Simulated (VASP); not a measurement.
A run of VASP 6.6.1 is set up as follows.

The input INCAR:

```
PREC     = Accurate       # precision mode
ENCUT    = 500            # plane-wave cutoff, eV
EDIFF    = 1E-6           # SCF threshold, eV
ISMEAR   = 0              # smearing method
SIGMA    = 0.05           # smearing width, eV
LREAL    = F              # projectors in reciprocal space
LASPH    = T              # aspherical terms in the spheres
NELM     = 120            # most SCF steps
ALGO     = Normal         # electronic algorithm
ISIF     = 2              # what is computed and relaxed
LWAVE    = F              # write WAVECAR
LCHARG   = T              # write CHGCAR
GGA      = PE             # functional
IVDW     = 12             # dispersion correction
LELF     = T              # ELF
LVHAR    = T            
NBANDS   = 20             # bands
GGA_COMPAT= F
```

Contents of KPOINTS:

```
Automatic mesh
0
Gamma
  12 12 6
```

POSCAR

```
MoS2
1.0
    3.1776221447      0.0000000000      0.0000000000
   -1.5888110724      2.7519015009      0.0000000000
    0.0000000000      0.0000000000      6.5274714096
Mo S
1 2
Direct
    0.0000000000      0.0000000000      0.0000000000
    0.3333333333      0.6666666667      0.2357940733
    0.3333333333      0.6666666667      0.7642059267
```

Potentials or basis: VASP PAW PBE potentials, release 64 (Mo_sv, S).

The run is started by

```console
$ cat potpaw_PBE.64/Mo_sv/POTCAR potpaw_PBE.64/S/POTCAR > POTCAR
$ mpirun -np 1 vasp_std > vasp.out
```

Question: Estimate the largest force.

Answer: 0.307 eV/Å.

Question: Predict the dispersion energy per atom.

Answer: -0.397 eV.

Question: What does it give for the pressure?

Answer: 0.2 GPa.

Question: What does it give for the band gap on the k mesh?

Answer: 0.99 eV (least direct gap 1.63 eV).

Stress tensor (GPa, compression positive):
```
-1.32  0.00  0.00
 0.00 -1.32  0.00
 0.00  0.00  3.20
```

A k mesh can miss the band edges.
